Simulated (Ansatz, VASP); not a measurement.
**Sr2SO in VASP and in Ansatz**

The input INCAR:

```
PREC     = Accurate       # precision mode
ENCUT    = 520            # plane-wave cutoff, eV
EDIFF    = 1E-7           # SCF threshold, eV
ISMEAR   = 0              # smearing method
SIGMA    = 0.01           # smearing width, eV
LREAL    = F              # projectors in reciprocal space
LASPH    = T              # aspherical terms in the spheres
NELM     = 100            # most SCF steps
ALGO     = Normal         # electronic algorithm
ISIF     = 2              # what is computed and relaxed
LWAVE    = F              # write WAVECAR
LCHARG   = F              # write CHGCAR
GGA      = PS             # functional
NBANDS   = 24             # bands
```

KPOINTS

```
Automatic mesh
0
Gamma
  5 5 4
```

POSCAR

```
Sr2SO
1.0
    4.0432370000      0.0000000000      0.0000000000
    0.0000000000      4.0432370000      0.0000000000
    0.0000000000      0.0000000000      5.7180000000
Sr S O
2 1 1
Direct
    0.0000000000      0.0000000000      0.0000000000
    0.5000000000      0.5000000000      0.5000000000
    0.0000000000      0.0000000000      0.5000000000
    0.5000000000      0.5000000000      0.0000000000
```

Input for Ansatz:

```yaml
crystal:
  lattice:
    - [4.043237, 0.0, 0.0]
    - [0.0, 4.043237, 0.0]
    - [0.0, 0.0, 5.718]
  atoms:
    - { symbol: Sr, position: [0.0, 0.0, 0.0] }
    - { symbol: Sr, position: [0.5, 0.5, 0.5] }
    - { symbol: S, position: [0.0, 0.0, 0.5] }
    - { symbol: O, position: [0.5, 0.5, 0.0] }
basis:
  ecutwfc: 450.0
kpoints:
  mp_grid:
    grid: [5, 5, 4]
hamiltonian:
  xc: pbesol
scf:
  occupations:
    method: fixed
output:
  stress: true
```

Alike in both runs: task single point; functional PBEsol; k mesh 5 × 5 × 4; no spin polarisation.

|  | VASP | Ansatz |
| --- | --- | --- |
| version | VASP 6.6.1 | Ansatz 0.2.0 |
| potentials or method | VASP PAW PBE potentials, release 64 (Sr_sv, S, O), cutoff 520 eV | plane waves, PAW |
| occupations | gaussian, width 0.01 eV | fixed |
| valence electrons in the cell | 32 | 32 |

Ansatz gave:

```
pressure (GPa)                                                : -2.7
traceless stress, the component that is largest in VASP (GPa) : 0.08
```

Which values does VASP return?

Pressure (GPa): -2.4; traceless stress, the component that is largest in VASP (GPa): 0.08.

VASP's potentials were made for PBE, not for PBEsol.
